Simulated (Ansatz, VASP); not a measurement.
## One calculation of Pt, two programs

The input INCAR:

```
PREC     = Accurate       # precision mode
ENCUT    = 520            # plane-wave cutoff, eV
EDIFF    = 1E-6           # SCF threshold, eV
ISMEAR   = 0              # smearing method
SIGMA    = 0.15           # smearing width, eV
LREAL    = False          # projectors in reciprocal space
LASPH    = True           # aspherical terms in the spheres
NELM     = 100            # most SCF steps
ALGO     = Fast           # electronic algorithm
ISIF     = 2              # what is computed and relaxed
LWAVE    = False          # write WAVECAR
LCHARG   = True           # write CHGCAR
GGA      = PS             # functional
LELF     = True           # ELF
LVHAR    = True         
NBANDS   = 11             # bands
```

Contents of KPOINTS:

```
regular mesh
0
Gamma
  24 24 24
```

File POSCAR:

```
Pt
1.0
    0.0000000000      1.8424544409      2.2109453291
    1.8424544409      0.0000000000      2.2109453291
    1.8424544409      1.8424544409      0.0000000000
Pt
1
Direct
    0.0000000000      0.0000000000      0.0000000000
```

Input for Ansatz:

```yaml
crystal:
  lattice:
    - [0.0, 1.8424544409, 2.2109453291]
    - [1.8424544409, 0.0, 2.2109453291]
    - [1.8424544409, 1.8424544409, 0.0]
  atoms:
    - { symbol: Pt, position: [0.0, 0.0, 0.0] }
basis:
  ecutwfc: 420
kpoints:
  mp_grid: { grid: [24, 24, 24] }
hamiltonian:
  xc: pbesol
scf:
  occupations: { method: gaussian, width: 0.15 }
output:
  forces: true
  stress: true
  eigenvalues: true
```

Alike in both runs: task single point; functional PBEsol; k mesh 24 × 24 × 24; occupations gaussian, width 0.15 eV; no spin polarisation.

|  | VASP | Ansatz |
| --- | --- | --- |
| version | VASP 6.6.1 | Ansatz 0.2.0 |
| potentials or method | VASP PAW PBE potentials, release 64 (Pt), cutoff 520 eV | scalar-relativistic, plane waves, PAW |
| valence electrons in the cell | 10 | 18 |

```csv
,VASP,Ansatz,Ansatz less VASP
gap on the k mesh at the Fermi level (eV),none,none,-
pressure (GPa),5.6,6.0,+0.41
"traceless stress, the component that is largest in VASP (GPa)",-19.35,-19.44,-0.085
```

VASP's potentials were made for PBE, not for PBEsol. A gap of «none» marks a metal or a gap that the smearing closes. VASP's potentials hold 10 valence electrons a cell and Ansatz's 18, so a difference there can come from the potentials and not from the codes.

Spin-orbit coupling is off throughout.
